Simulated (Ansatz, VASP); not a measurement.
# One calculation of WS2, two programs

```
CELL_PARAMETERS angstrom
3.15417 0.00000 0.00000
-1.57708 2.73159 0.00000
0.00000 0.00000 12.25921
ATOMIC_POSITIONS crystal
W 0.33333 0.66667 0.25000
W 0.66667 0.33333 0.75000
S 0.33333 0.66667 0.60086
S 0.66667 0.33333 0.10086
S 0.33333 0.66667 0.89914
S 0.66667 0.33333 0.39914
```

Alike in both runs: task single point; functional LDA; k mesh 12 × 12 × 4; occupations gaussian, width 0.05 eV; no spin polarisation.

```csv
,VASP,Ansatz
version,VASP 6.6.1,Ansatz 0.2.0
potentials or method,"VASP PAW LDA potentials, release 64 (W_sv, S), cutoff 520 eV","scalar-relativistic, plane waves, PAW"
valence electrons in the cell,52,52
```

```csv
,VASP,Ansatz,Ansatz less VASP
gap on the k mesh at the Fermi level (eV),0.38,0.38,-0.004
least direct gap on the mesh (eV),0.97,0.97,-0.001
pressure (GPa),-22.8,-23.0,-0.24
"traceless stress, the component that is largest in VASP (GPa)",-17.04,-17.04,-0.009
rms of the force components (eV/Å),1.882,1.892,+0.0109
```

Ansatz warns that its potentials were made for another functional, while VASP's fit it. LDA's correlation is that of Perdew and Zunger in VASP and of Perdew and Wang (1992) in Ansatz. Atom by atom the forces differ by 0.011 eV/Å (rms over components).

Neither program's run includes spin-orbit coupling.
